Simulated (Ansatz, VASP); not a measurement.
C: VASP beside Ansatz

```xyz
2
Lattice="0.0000 1.7657 1.7657 1.7657 0.0000 1.7657 1.7657 1.7657 0.0000" Properties=species:S:1:pos:R:3 pbc="T T T"
C     0.0000    0.0000    0.0000
C     0.8829    0.8829    0.8829
```

Alike in both runs: task single point; functional LDA; k mesh 12 × 12 × 12; occupations gaussian, width 0.02 eV; no spin polarisation.

|  | VASP | Ansatz |
| --- | --- | --- |
| version | VASP 6.6.1 | Ansatz 0.2.0 |
| potentials or method | VASP PAW LDA potentials, release 64 (C_h), cutoff 1300 eV | scalar-relativistic, plane waves, PAW |
| valence electrons in the cell | 8 | 8 |

VASP gave:

| Property | Result |
| --- | --- |
| gap on the k mesh at the Fermi level (eV) | 4.20 |
| least direct gap on the mesh (eV) | 5.63 |
| pressure (GPa) | 1.0 |

Problem. Which values does Ansatz return?

Solution. gap on the k mesh at the Fermi level (eV): 4.20; least direct gap on the mesh (eV): 5.62; pressure (GPa): 0.0.

Ansatz warns that its potentials were made for another functional, while VASP's fit it. LDA's correlation is that of Perdew and Zunger in VASP and of Perdew and Wang (1992) in Ansatz.
